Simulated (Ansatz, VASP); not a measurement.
## Two plane-wave programs on Lu

```
Lu
1.0
     3.69305    0.00000    0.00000
    -1.84652    3.19827    0.00000
     0.00000    0.00000    5.79411
Lu
2
Direct
  0.33333 0.66667 0.25000
  0.66667 0.33333 0.75000
```

Alike in both runs: task single point; functional RPBE; k mesh 17 × 17 × 9; occupations fermi-dirac, width 0.1 eV; no spin polarisation.

|  | VASP | Ansatz |
| --- | --- | --- |
| version | VASP 6.6.1 | Ansatz 0.2.0 |
| potentials or method | VASP PAW PBE potentials, release 64 (Lu), cutoff 520 eV | plane waves (420 eV) with PAW, scalar-relativistic |
| valence electrons in the cell | 50 | 50 |

```csv
,VASP,Ansatz,Ansatz less VASP
pressure (GPa),-3.9,-3.9,-0.01
"traceless stress, the component that is largest in VASP (GPa)",0.20,0.20,-0.001
```

VASP's potentials were made for PBE, not for RPBE. With one functional, cell and mesh, what is left measures potentials, basis and numerics.

Neither program's run includes spin-orbit coupling.
